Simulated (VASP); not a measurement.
# SrO (Fm-3m) in VASP: notebook, part 2 of 2

VASP 6.6.1. The steps go on from the part before.

**4. Electric field gradients, PBE (volume scaled by 1.05)**

Input file INCAR:

```
SYSTEM = SrO
PREC = Accurate
ENCUT = 520
EDIFF = 1E-8
ISMEAR = -1
SIGMA = 0.02
LREAL = .False.
LASPH = .True.
NELM = 80
ALGO = Normal
ISIF = 2
LWAVE = .False.
LCHARG = .False.
GGA = PE
LEFG = .True.
NBANDS = 15
```

Input file KPOINTS:

```
Automatic mesh
0
Gamma
  8 8 8
  0 0 0
```

Input file POSCAR:

```
SrO
1.0
    0.0000000000      2.6119353577      2.6119353577
    2.6119353577      0.0000000000      2.6119353577
    2.6119353577      2.6119353577      0.0000000000
Sr O
1 1
Direct
    0.0000000000      0.0000000000      0.0000000000
    0.5000000000      0.5000000000      0.5000000000
```

Potentials or basis: VASP PAW PBE potentials, release 64 (Sr_sv, O).

The run is started by

```sh
$ cat potpaw_PBE.64/Sr_sv/POTCAR potpaw_PBE.64/O/POTCAR > POTCAR
$ mpirun -np 1 vasp_std > vasp.out
```

OUTCAR:

```text
SYSTEM = SrO
   PREC = Accurate
   ENCUT = 520
   EDIFF = 1E-8
   ISMEAR = -1
   LREAL = .False.
   LASPH = .True.
   NELM = 80
   ISIF = 2
   GGA = PE

 ion  position               nearest neighbor table
   1  0.000  0.000  0.000-   2 2.61   2 2.61   2 2.61   2 2.61   2 2.61   2 2.61
   2  0.500  0.500  0.500-   1 2.61   1 2.61   1 2.61   1 2.61   1 2.61   1 2.61

  LATTYP: Found a face centered cubic cell.
 ALAT       =     5.2238707154

  Lattice vectors:

 A1 = (   0.0000000000,   2.6119353577,   2.6119353577)
 A2 = (   2.6119353577,   0.0000000000,   2.6119353577)
 A3 = (   2.6119353577,   2.6119353577,   0.0000000000)

Analysis of symmetry for initial positions (statically):
=====================================================================
 Subroutine PRICEL returns:
 Original cell was already a primitive cell.

 Routine SETGRP: Setting up the symmetry group for a
 face centered cubic supercell.

 Subroutine GETGRP returns: Found 48 space group operations
 (whereof 48 operations were pure point group operations)
 out of a pool of 48 trial point group operations.

The static configuration has the point symmetry O_h .

Analysis of symmetry for dynamics (positions and initial velocities):
=====================================================================
 Subroutine PRICEL returns:
 Original cell was already a primitive cell.

 Routine SETGRP: Setting up the symmetry group for a
 face centered cubic supercell.

 Subroutine GETGRP returns: Found 48 space group operations
 (whereof 48 operations were pure point group operations)
 out of a pool of 48 trial point group operations.

The dynamic configuration has the point symmetry O_h .
[... 165 lines left out ...]
     11       7.5490      0.00000
     12       7.5490      0.00000
     13       9.6116      0.00000
     14       9.6116      0.00000
[... 401 lines left out ...]
      2     -14.7433      2.00000
      3     -13.1295      2.00000
      4     -12.9922      2.00000
      5     -11.9441      2.00000
      6      -0.0735      2.00000
      7       0.6263      2.00000
      8       0.6824      2.00000
      9       7.6393      0.00000
     10       7.9879      0.00000
     11      10.3622      0.00000
     12      10.6404      0.00000
     13      12.6034      0.00000
     14      13.8814      0.00000
     15      14.2172      0.00000

 [... further k-points ...]
[... 5 lines left out ...]
  --------------------------------------------------------------------------------------
  -------------------------------------------------------------------------------------
  Total       -0.1971584     -0.1971584     -0.1971584      0.0000000      0.0000000     -0.0000000
  in kB       -8.8635685     -8.8635685     -8.8635685      0.0000000      0.0000000     -0.0000000
  external PRESSURE =      -8.8635685 kB  Pullay stress =       0.0000000 kB

 VOLUME and BASIS-vectors are now :
 -----------------------------------------------------------------------------
  energy-cutoff  :      520.00
  volume of cell :       35.64
      direct lattice vectors                 reciprocal lattice vectors
     0.000000000  2.611935358  2.611935358    -0.191428934  0.191428934  0.191428934
     2.611935358  0.000000000  2.611935358     0.191428934 -0.191428934  0.191428934
     2.611935358  2.611935358  0.000000000     0.191428934  0.191428934 -0.191428934

 POSITION                                       TOTAL-FORCE (eV/Angst)
 -----------------------------------------------------------------------------------
      0.00000      0.00000      0.00000        -0.000000     -0.000000     -0.000000
      2.61194      2.61194      2.61194         0.000000      0.000000      0.000000
 -----------------------------------------------------------------------------------
    total drift:                                0.000000      0.000000      0.000000

  FREE ENERGIE OF THE ION-ELECTRON SYSTEM (eV)
  ---------------------------------------------------
  free  energy   TOTEN  =       -12.0543306368 eV

  energy  without entropy=      -12.0543306368  energy(sigma->0) =      -12.05433064

 Electric field gradients (V/A^2)
---------------------------------------------------------------------
 ion       V_xx      V_yy      V_zz      V_xy      V_xz      V_yz
---------------------------------------------------------------------
   1      -0.000     0.000     0.000    -0.000    -0.000    -0.000
   2      -0.000    -0.000     0.000     0.001     0.001     0.001
---------------------------------------------------------------------

 Electric field gradients after diagonalization (V/A^2)
 (convention: |V_zz| > |V_xx| > |V_yy|)
----------------------------------------------------------------------
 ion       V_xx      V_yy      V_zz     asymmetry (V_yy - V_xx)/ V_zz
----------------------------------------------------------------------
   1       0.000     0.000    -0.000       0.000
   2      -0.001    -0.001     0.002       0.000
----------------------------------------------------------------------

           NMR quadrupolar parameters

 Cq : quadrupolar parameter    Cq=e*Q*V_zz/h
 eta: asymmetry parameters     (V_yy - V_xx)/ V_zz
 Q  : nuclear electric quadrupole moment in mb (millibarn)
----------------------------------------------------------------------
 ion       Cq(MHz)       eta       Q (mb)
----------------------------------------------------------------------
   1      -0.000       0.000       1.000
   2       0.000       0.000       1.000
----------------------------------------------------------------------
```

Run time: 8.8 s. Hardware: 1 thread of Intel Xeon 6975P-C (Granite Rapids), shared host; peak memory 0.16 GiB.

Results:

* Free energy: -12.0543 eV
* Pressure: -0.9 GPa
* Band gap on the k mesh: 3.29 eV, indirect (least direct gap 3.40 eV)

Caveat: without QUAD_EFG the Cq values of the log hold for a quadrupole moment of 1 mb, not for the nuclei.

**5. Summary**

```tsv
cell	gap on the mesh (eV)	pressure (GPa)
a = 3.682 Å, angles 60.0°, 2 atoms	3.28	-0.1
a = 3.658 Å, angles 60.0°, 2 atoms	3.27	1.6
a = 3.694 Å, angles 60.0°, 2 atoms	3.29	-0.9
```

Alike in all rows: task electric field gradients; level PBE; potentials or basis VASP PAW PBE potentials, release 64 (Sr_sv, O); no spin polarisation; k mesh 8 × 8 × 8; cutoff (eV) 520; smearing fermi-dirac 0.02 eV.

Total energies depend on the potentials used, so only differences within one code and one set of settings carry meaning.
